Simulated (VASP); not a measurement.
# AlO5 (C2/m) in VASP: notebook, part 2 of 2

VASP 6.6.1.

## (3) Single point, PBE

This run uses another cell than the first one, of 13.11 Å³/atom.

INCAR

```
  ALGO = Normal
  EDIFF = 1E-6
  ENCUT = 520
  GGA = PE
  ISIF = 2
  ISMEAR = 0
  LASPH = T
  LCHARG = F
  LREAL = F
  LWAVE = F
  NBANDS = 26
  NELM = 80
  PREC = Accurate
  SIGMA = 0.1
```

KPOINTS

```
k-points
0
Gamma
  8 8 10
```

POSCAR

```
AlO5
1.0
    2.6418514288     -5.0835204514     -0.0028042965
    2.6418514288      5.0835204514     -0.0028042965
   -1.7403276928      0.0000000000      2.9305175072
Al O
1 5
Direct
    0.0000000000      0.0000000000      0.5000000000
    0.6969449422      0.4877312533      0.2125195185
    0.5122687467      0.3030550578      0.7874804815
    0.3030550578      0.5122687467      0.7874804815
    0.4877312533      0.6969449422      0.2125195185
    0.0000000000      0.0000000000      0.0000000000
```

Potentials or basis: VASP PAW PBE potentials, release 64 (Al, O).

Run with:

```console
$ cat potpaw_PBE.64/Al/POTCAR potpaw_PBE.64/O/POTCAR > POTCAR
$ mpirun -np 1 vasp_std > vasp.out
```

OUTCAR:

```text
EDIFF = 1E-6
   ENCUT = 520
   GGA = PE
   ISIF = 2
   ISMEAR = 0
   LASPH = T
   LREAL = F
   NELM = 80
   PREC = Accurate

 ion  position               nearest neighbor table
   1  0.000  0.000  0.500-   6 1.70   6 1.70   3 2.14   4 2.14   2 2.14   5 2.14
   2  0.697  0.488  0.213-   3 1.27   1 2.14
   3  0.512  0.303  0.787-   2 1.27   1 2.14
   4  0.303  0.512  0.787-   5 1.27   1 2.14
   5  0.488  0.697  0.213-   4 1.27   1 2.14
   6  0.000  0.000  0.000-   1 1.70   1 1.70

  LATTYP: Found a base centered monoclinic cell.
 ALAT       =     5.2837058343
 B/A-ratio  =     1.9242253868
 C/A-ratio  =     0.6450631870
 COS(beta)  =    -0.5115233643

  Lattice vectors:

 A1 = (   2.6418514288,  -5.0835204514,  -0.0028042965)
 A2 = (   2.6418514288,   5.0835204514,  -0.0028042965)
 A3 = (  -1.7403276928,   0.0000000000,   2.9305175072)

Analysis of symmetry for initial positions (statically):
=====================================================================
 Subroutine PRICEL returns:
 Original cell was already a primitive cell.

 Routine SETGRP: Setting up the symmetry group for a
 base centered monoclinic supercell.

 Subroutine GETGRP returns: Found  4 space group operations
 (whereof  4 operations were pure point group operations)
 out of a pool of  4 trial point group operations.

The static configuration has the point symmetry C_2h.

Analysis of symmetry for dynamics (positions and initial velocities):
=====================================================================
 Subroutine PRICEL returns:
 Original cell was already a primitive cell.

 Routine SETGRP: Setting up the symmetry group for a
 base centered monoclinic supercell.

 Subroutine GETGRP returns: Found  4 space group operations
 (whereof  4 operations were pure point group operations)
[... 130 lines left out ...]
     AMIX_MAG =   1.60;   BMIX_MAG =  1.00
  volume/ion in A,a.u.               =      13.11        88.47
  Fermi-wavevector in a.u.,A,eV,Ry     =   1.225524  2.315904 20.434699  1.501908
  Thomas-Fermi vector in A             =   2.360558
   LORBIT       =      0    0 simple, 1 ext, 2 COOP (PROOUT), +10 PAW based schemes
   GGA     = PE    functional components
   LHFCALC =     F    Hartree Fock is set to
   AEXX    =    0.0000 exact exchange contribution
   IVDW    =     0    specifies the selected vdW correction
   LEPSILON=     F    determine dielectric tensor
   LRPA    =     F    only Hartree local field effects (RPA)
 non-spin polarized calculation
 Gauss-broadening in eV      SIGMA  =   0.10
  energy-cutoff  :      520.00
  volume of cell :       78.66
 maximum number of plane-waves:      2142
 NGX is ok and might be reduce to    48
   NGX = 21   NGY = 21   NGZ = 13

 number of electron      32.9999990 magnetization

 Free energy of the ion-electron system (eV)
  ---------------------------------------------------
  ext. energy  EPLUGINS =         0.00000000
  ---------------------------------------------------
  free energy    TOTEN  =       -33.29591837 eV

  energy without entropy =      -33.28323515  energy(sigma->0) =      -33.28957676

 E-fermi :   0.7778     XC(G=0):  -8.7038

 val. band max:        0.7736857821   @ k =   0.5000  -0.0000   0.3000
 cond. band min:       0.7799035401   @ k =   0.5000   0.1250   0.3000
 fundamental gap:      0.0062177580
 Fermi energy:         0.7778279221

 k-point     1 :       0.0000    0.0000    0.0000
  band No.  band energies     occupation
      1     -25.0664      2.00000
      2     -24.0960      2.00000
      3     -16.1460      2.00000
      4     -14.2445      2.00000
      5     -12.9916      2.00000
      6      -7.9531      2.00000
[... 685 lines left out ...]
     25      13.3010      0.00000
     26      14.2363      0.00000

 [... further k-points ...]

------------------------ aborting loop because EDIFF is reached ----------------------------------------

  FORCE on cell =-STRESS in cart. coord.  units (eV):
  Direction    XX          YY          ZZ          XY          YZ          ZX
  --------------------------------------------------------------------------------------
  -------------------------------------------------------------------------------------
  Total       -0.1006464     -0.0876489      1.7074591      0.0000000      0.0000000      0.3227766
  in kB       -2.0499122     -1.7851859     34.7766284      0.0000000      0.0000000      6.5741437
  external PRESSURE =      10.3138434 kB  Pullay stress =       0.0000000 kB

 VOLUME and BASIS-vectors are now :
 -----------------------------------------------------------------------------
  energy-cutoff  :      520.00
  volume of cell :       78.66
      direct lattice vectors                 reciprocal lattice vectors
     2.641851429 -5.083520451 -0.002804297     0.189380592 -0.098357035  0.112466241
     2.641851429  5.083520451 -0.002804297     0.189380592  0.098357035  0.112466241
    -1.740327693  0.000000000  2.930517507     0.000362447  0.000000000  0.341451902

 POSITION                                       TOTAL-FORCE (eV/Angst)
 -----------------------------------------------------------------------------------
     -0.87016      0.00000      1.46526         0.000000      0.000000     -0.000000
      2.75988     -1.06354      0.61947         0.157097     -0.006695      0.706289
      0.78349     -1.06354      2.30544        -0.157097     -0.006695     -0.706289
      0.78349      1.06354      2.30544        -0.157097      0.006695     -0.706289
      2.75988      1.06354      0.61947         0.157097      0.006695      0.706289
      0.00000      0.00000      0.00000         0.000000      0.000000     -0.000000
 -----------------------------------------------------------------------------------
    total drift:                                0.000000      0.000000     -0.000000

  FREE ENERGIE OF THE ION-ELECTRON SYSTEM (eV)
  ---------------------------------------------------
  free  energy   TOTEN  =       -33.2959183675 eV

  energy  without entropy=      -33.2832351475  energy(sigma->0) =      -33.28957676
```

stdout:

```text
POSCAR found type information on POSCAR AlO
 POSCAR found :  2 types and       6 ions
 scaLAPACK will be used
 LDA part: xc-table for (Slater+PW92), standard interpolation
 POSCAR, INCAR and KPOINTS ok, starting setup
 FFT: planning ... GRIDC
 FFT: planning ... GRID_SOFT
 FFT: planning ... GRID
 WAVECAR not read
 entering main loop
```

Run time: 3.3 min. Hardware: 1 thread of Intel Xeon 6975P-C (Granite Rapids), shared host; peak memory 0.42 GiB.

Results:

```
Free energy            : -33.2959 eV
Pressure               : 1.0 GPa
Largest force          : 0.724 eV/Å
Band gap on the k mesh : zero (an odd number of electrons rules out a gap without spin polarisation)
```

Forces in eV/Å, atoms in the order of the input:
```
Al   0.000  0.000  0.000
O    0.157 -0.007  0.706
O   -0.157 -0.007 -0.706
O   -0.157  0.007 -0.706
O    0.157  0.007  0.706
O    0.000  0.000  0.000
```

Stress tensor (GPa, compression positive):
```
-0.20  0.00  0.66
 0.00 -0.18  0.00
 0.66  0.00  3.48
```

Caveat: an odd number of electrons without spin polarisation forces a metal; a magnetic or distorted state may lie lower.

## (4) Single point, PBE, collinear spin, ferromagnetic start

This run uses another cell than the first one, of 12.45 Å³/atom.

INCAR

```
SYSTEM = AlO5
PREC = Accurate
ENCUT = 520
EDIFF = 1E-7
ISMEAR = 0
SIGMA = 0.1
LREAL = .FALSE.
LASPH = .TRUE.
NELM = 150
ALGO = Normal
ISIF = 2
LWAVE = .FALSE.
LCHARG = .TRUE.
ISPIN = 2
MAGMOM = 0 1 1 1 1 1
LORBIT = 11
GGA = PE
LELF = .TRUE.
LVHAR = .TRUE.
NBANDS = 30
```

KPOINTS

```
regular mesh
0
G
  4 4 6
  0 0 0
```

POSCAR

```
AlO5
1.0
    2.6415370457     -4.8227252530      0.0000000000
    2.6415370457      4.8227252530      0.0000000000
   -1.7370088961      0.0000000000      2.9314439633
Al O
1 5
Direct
    0.0000000000      0.0000000000      0.5000000000
    0.7021233865      0.4818946661      0.2123643256
    0.5181053339      0.2978766135      0.7876356744
    0.2978766135      0.5181053339      0.7876356744
    0.4818946661      0.7021233865      0.2123643256
    0.0000000000      0.0000000000      0.0000000000
```

Run with:

```console
$ cat potpaw_PBE.64/Al/POTCAR potpaw_PBE.64/O/POTCAR > POTCAR
$ mpirun -np 1 vasp_std > vasp.out
```

It took 87 s on 1 thread of Intel Xeon 6975P-C (Granite Rapids), shared host; peak memory 0.3 GiB.

It converged, with:

```
Free energy                                           : -33.2981 eV
Pressure                                              : 1.7 GPa
Largest force                                         : 0.689 eV/Å
Net moment                                            : 0.91 μB per cell
Site moments                                          : Al +0.00; O +0.18, +0.03 (each value once) μB
Valence electrons inside the program's atomic spheres : Al 0.71; O 4.92, 5.16 (each value once)
```

Forces in eV/Å, atoms in the order of the input:
```
Al   0.000  0.000  0.000
O    0.191 -0.096  0.655
O   -0.191 -0.096 -0.655
O   -0.191  0.096 -0.655
O    0.191  0.096  0.655
O    0.000  0.000  0.000
```

Stress tensor (GPa, compression positive):
```
 0.22  0.00 -0.20
 0.00  0.90  0.00
-0.20  0.00  4.12
```

Levels at points of the mesh, in eV from the Fermi level:
Spin up:
| k point | band 15 | band 16 | band 17 | band 18 | band 19 | band 20 |
| --- | --- | --- | --- | --- | --- | --- |
| (0.00, 0.00, 0.00) | -1.99 | -0.73 | -0.72 | 0.83 | 5.11 | 7.81 |
| (0.50, 0.00, 0.00) | -1.67 | -0.98 | -0.97 | 0.95 | 4.36 | 6.85 |
| (0.50, 0.50, 0.00) | -2.07 | -0.85 | -0.64 | 1.13 | 6.03 | 7.12 |
| (0.00, 0.00, 0.50) | -1.18 | -0.66 | 0.10 | 1.01 | 6.18 | 6.20 |
| (0.50, 0.00, 0.50) | -1.49 | -0.40 | -0.28 | 0.79 | 6.73 | 7.59 |
| (0.50, 0.50, 0.50) | -1.07 | -0.65 | 0.09 | 0.50 | 5.86 | 6.56 |
Spin down:
| k point | band 14 | band 15 | band 16 | band 17 | band 18 | band 19 |
| --- | --- | --- | --- | --- | --- | --- |
| (0.00, 0.00, 0.00) | -1.83 | -1.59 | -0.63 | -0.17 | 1.01 | 5.25 |
| (0.50, 0.00, 0.00) | -1.54 | -1.35 | -0.78 | -0.21 | 1.13 | 4.52 |
| (0.50, 0.50, 0.00) | -1.82 | -1.75 | -0.76 | -0.04 | 1.32 | 6.20 |
| (0.00, 0.00, 0.50) | -1.50 | -1.09 | 0.11 | 0.92 | 1.20 | 6.34 |
| (0.50, 0.00, 0.50) | -1.47 | -1.41 | 0.28 | 0.49 | 0.97 | 6.91 |
| (0.50, 0.50, 0.50) | -1.54 | -0.98 | 0.13 | 0.67 | 0.91 | 6.02 |

Caveat: the k points lie up to 0.38 Å⁻¹ apart; a moment this small can come from the mesh or the smearing.

## (5) The runs side by side

| spin | cell | k mesh | gap on the mesh (eV) | pressure (GPa) | moment (μB) | largest force (eV/Å) |
| --- | --- | --- | --- | --- | --- | --- |
| collinear, ferromagnetic start | a = 5.079, b = 5.079, c = 3.410 Å, angles 104.8, 104.8, 118.9°, 6 atoms, atomic positions A | 4 × 4 × 6 | none | 3.2 | 0.90 | 0.68 |
| off | a = 5.729, b = 5.729, c = 3.408 Å, angles 103.6, 103.6, 125.1°, 6 atoms, atomic positions B | 8 × 8 × 10 | none | 1.0 | - | 0.72 |
| collinear, ferromagnetic start | a = 5.499, b = 5.499, c = 3.407 Å, angles 104.2, 104.2, 122.6°, 6 atoms, atomic positions C | 4 × 4 × 6 | none | 1.7 | 0.91 | 0.69 |

Alike in all rows: task single point; level PBE; potentials or basis VASP PAW PBE potentials, release 64 (Al, O); cutoff (eV) 520; smearing gaussian 0.1 eV.

Caveats: some runs use coarse meshes; a moment this small can come from the mesh or the smearing (at least some runs); an odd number of electrons without spin polarisation forces a metal (at least some runs); a magnetic or distorted state may lie lower (at least some runs).

Absolute energies hang on the potentials; compare differences alone.

The gap in the log of VASP goes by the Fermi energy; the results here count the filled bands.